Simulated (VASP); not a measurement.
The system is FeB4.

```
CELL_PARAMETERS angstrom
4.51873 0.00000 0.00000
0.00000 5.27895 0.00000
0.00000 0.00000 3.00553
ATOMIC_POSITIONS crystal
Fe 0.00000 0.00000 0.00000
Fe 0.50000 0.50000 0.50000
B 0.24906 0.31285 0.00000
B 0.75094 0.68715 0.00000
B 0.74906 0.18715 0.50000
B 0.25094 0.81285 0.50000
B 0.33891 0.12690 0.50000
B 0.66109 0.87310 0.50000
B 0.83891 0.37310 0.00000
B 0.16109 0.62690 0.00000
```

* Program: VASP 6.6.1
* Task: relaxation of cell and atoms
* Functional: LDA
* Potentials or basis: VASP PAW LDA potentials, release 64 (Fe, B)
* Cutoff: 600 eV
* k mesh: 8 × 8 × 12
* Occupations: gaussian, width 0.1 eV
* Spin: no spin polarisation

At the start: pressure -11.5 GPa; volume 7.17 Å³/atom.

Problem. How do energy, volume and symmetry change on relaxing?

Solution. Over 13 steps the energy falls by 10.7 meV/atom and the volume is 6.88 Å³/atom (-4.0 %); space group Pnnm (No. 58, to 0.1 Å) before and after.

Step by step:
| step | energy change (eV) | largest force (eV/Å) | pressure (GPa) | volume (Å³) |
| --- | --- | --- | --- | --- |
| 1 | 0.0000 | 0.0425 | -11.53 | 71.69 |
| 2 | 0.0011 | 0.1913 | 12.79 | 66.47 |
| 3 | -0.1009 | 0.0867 | -0.30 | 69.03 |
| 4 | -0.1009 | 0.0884 | 0.00 | 68.97 |
| 5 | -0.1059 | 0.0969 | 0.28 | 68.74 |
| 6 | -0.1062 | 0.0720 | 0.21 | 68.78 |
| 7 | -0.1069 | 0.0371 | -0.11 | 68.84 |
| 8 | -0.1069 | 0.0380 | -0.30 | 68.85 |
| 9 | -0.1071 | 0.0319 | 0.19 | 68.76 |
| 10 | -0.1071 | 0.0318 | 0.20 | 68.76 |
| 11 | -0.1072 | 0.0113 | 0.01 | 68.79 |
| 12 | -0.1072 | 0.0063 | 0.07 | 68.78 |
| 13 | -0.1072 | 0.0025 | -0.04 | 68.81 |

Final structure:
```cif
data_structure
_symmetry_space_group_name_H-M 'P 1'
_symmetry_Int_Tables_number 1
_cell_length_a 4.4363
_cell_length_b 5.2265
_cell_length_c 2.9677
_cell_angle_alpha 90.000
_cell_angle_beta 90.000
_cell_angle_gamma 90.000
_cell_volume 68.81
loop_
_atom_site_label
_atom_site_type_symbol
_atom_site_fract_x
_atom_site_fract_y
_atom_site_fract_z
_atom_site_occupancy
Fe1 Fe 0.00000 0.00000 0.00000 1
Fe2 Fe 0.50000 0.50000 0.50000 1
B1 B 0.25044 0.31261 0.00000 1
B2 B 0.74956 0.68739 0.00000 1
B3 B 0.75044 0.18739 0.50000 1
B4 B 0.24956 0.81261 0.50000 1
B5 B 0.33879 0.12621 0.50000 1
B6 B 0.66121 0.87379 0.50000 1
B7 B 0.83879 0.37379 0.00000 1
B8 B 0.16121 0.62621 0.00000 1
```

Caveat: the run has no spin polarisation, though such a crystal can be magnetic.
